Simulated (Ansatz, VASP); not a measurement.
# Cu: VASP beside Ansatz

```xyz
4
Lattice="2.5475 0.0000 0.0000 -1.2738 2.2062 0.0000 0.0000 0.0000 8.3165" Properties=species:S:1:pos:R:3 pbc="T T T"
Cu    1.2738    0.7354    6.2374
Cu    0.0000    0.0000    4.1583
Cu    0.0000    1.4708    2.0791
Cu    0.0000    0.0000    0.0000
```

Change from the starting cell: volume scaled by 1.02.

Alike in both runs: task single point; functional PBEsol; k mesh 12 × 12 × 4; occupations fermi-dirac, width 0.05 eV; no spin polarisation.

|  | VASP | Ansatz |
| --- | --- | --- |
| version | VASP 6.6.1 | Ansatz 0.2.0 |
| potentials or method | VASP PAW PBE potentials, release 64 (Cu), cutoff 520 eV | all-electron LAPW, scalar-relativistic |

Ansatz gave:

```
gap on the k mesh at the Fermi level (eV)                     : none
pressure (GPa)                                                : -4.9
traceless stress, the component that is largest in VASP (GPa) : -0.31
```

Question: Estimate VASP's values.

Answer: gap on the k mesh at the Fermi level (eV): none; pressure (GPa): -4.1; traceless stress, the component that is largest in VASP (GPa): -0.34.

VASP's potentials were made for PBE, not for PBEsol. A gap of «none» marks a metal or a gap that the smearing closes. Ansatz ran all-electron here, and VASP with PAW potentials.
